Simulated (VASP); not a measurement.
Input of a VASP 6.6.1 run:

The input INCAR:

```
PREC = Accurate ; ENCUT = 600
EDIFF = 1E-6 ; ISMEAR = 0
SIGMA = 0.01 ; LREAL = F
LASPH = T ; NELM = 120
ALGO = Normal ; ISIF = 2
LWAVE = F ; LCHARG = T
GGA = PS ; LELF = T
LVHAR = T ; NBANDS = 11
GGA_COMPAT = F
```

File KPOINTS:

```
regular mesh
0
Gamma
  6 6 6
```

Contents of POSCAR:

```
AlN
1.0
    0.0000000000      1.9690000000      1.9690000000
    1.9690000000      0.0000000000      1.9690000000
    1.9690000000      1.9690000000      0.0000000000
Al N
1 1
Direct
    0.0000000000      0.0000000000      0.0000000000
    0.5000000000      0.5000000000      0.5000000000
```

Potentials or basis: VASP PAW PBE potentials, release 64 (Al, N).

Command:

```console
$ cat potpaw_PBE.64/Al/POTCAR potpaw_PBE.64/N/POTCAR > POTCAR
$ mpirun -np 1 vasp_std > vasp.out
```

Problem. Estimate the pressure.

Solution. 24.7 GPa.

Problem. Estimate the band gap on the k mesh.

Solution. 4.98 eV, indirect (least direct gap 6.85 eV).

Caveat: the k points lie up to 0.46 Å⁻¹ apart; the PAW data sets were made with another functional, which shifts forces and pressure a little. A k mesh can miss the band edges.
